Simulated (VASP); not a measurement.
**Ca: single point with PBEsol**

The system is Ca.

```xyz
1
Lattice="-2.2400 2.2400 2.2400 2.2400 -2.2400 2.2400 2.2400 2.2400 -2.2400" Properties=species:S:1:pos:R:3 pbc="T T T"
Ca    0.0000    0.0000    0.0000
```

```
Program                : VASP 6.6.1
Task                   : single point
Functional             : PBEsol
Potentials or basis    : VASP PAW PBE potentials, release 64 (Ca_sv)
Cutoff                 : 520 eV
k mesh                 : 9 × 9 × 9
Occupations            : fermi-dirac, width 0.1 eV
Spin                   : no spin polarisation
Dipole correction      : no
Further INCAR settings : ALGO = Normal; EDIFF = 1e-06; NBANDS = 11
```

- Pressure: -1.6 GPa
- Band gap on the k mesh: zero (band 5 reaches 1.86 eV, above the bottom of band 6 at 1.64 eV)

Levels at points of the mesh, in eV from the Fermi level:
```tsv
k point	band 3	band 4	band 5	band 6	band 7	band 8
(0.00, 0.00, 0.00)	-23.02	-23.02	-3.95	2.21	2.21	2.21
```

Run time: 22 s on 1 thread of AMD EPYC 7R43 64-Core Processor (Zen 3) (shared host), peak memory 0.13 GiB.

Caveat: the PAW data sets were made with another functional, which shifts forces and pressure a little.
